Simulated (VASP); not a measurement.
**TiO2: single point with PBEsol**

TiO2:

```xyz
12
Lattice="3.9655 0.0000 0.0000 0.0000 3.9655 0.0000 0.0000 0.0000 9.9677" Properties=species:S:1:pos:R:3 pbc="T T T"
Ti    0.5856   -0.0573    0.3599
Ti   -0.2917    2.2547    2.8110
Ti    2.3739    2.3057    5.3802
Ti    2.4989    0.5271    8.0253
O    -0.1376   -0.1199    2.9781
O     0.1419    2.8514    5.3297
O     0.2500    2.1573    0.9528
O     0.3471    0.5599    8.5644
O     2.5641    2.6281    8.1047
O     2.4674    0.4378   10.3325
O     2.8577    0.6452    6.4887
O     1.9647    2.1530    3.5522
```

```json
{
 "Program": "VASP 6.6.1",
 "Task": "single point",
 "Functional": "PBEsol",
 "Potentials or basis": "VASP PAW PBE potentials, release 64 (Ti_sv, O)",
 "Cutoff": "520 eV",
 "k mesh": "3 × 3 × 1",
 "Occupations": "fermi-dirac, width 0.3 eV",
 "Spin": "no spin polarisation"
}
```

```json
{"Pressure": "-5.5 GPa", "Largest force": "10.429 eV/Å", "Band gap on the k mesh": "1.75 eV, direct"}
```

Forces in eV/Å, atoms in the order of the input:
```
Ti    0.076   2.421  -0.829
Ti    1.830  -3.160  -1.007
Ti    1.491   0.987   2.295
Ti   -1.969  -0.473   8.681
O     0.754   4.640  -0.836
O    -1.039  -2.178  -0.609
O     0.496  -0.132   0.954
O     2.439  -0.766   1.134
O    -1.252  -0.503  -0.641
O    -1.909  -1.583   0.225
O    -0.424   1.661 -10.287
O    -0.495  -0.915   0.920
```

Stress tensor (GPa, compression positive):
```
-17.14  -0.09  -7.23
 -0.09  -4.65   0.82
 -7.23   0.82   5.37
```

Levels at points of the mesh, in eV from the valence-band top:
```tsv
k point	band 45	band 46	band 47	band 48	band 49	band 50	band 51	band 52
(0.00, 0.00, 0.00)	-0.87	-0.48	-0.32	-0.17	1.81	2.02	2.30	2.54
```

It took 75 s on 1 thread of Intel(R) Xeon(R) 6975P-C (Granite Rapids) (shared host), peak memory 0.25 GiB.

Caveat: the k points lie up to 0.63 Å⁻¹ apart; the PAW data sets were made with another functional, which shifts forces and pressure a little. A hybrid or GW would open this gap; PBEsol tends to underestimate it.
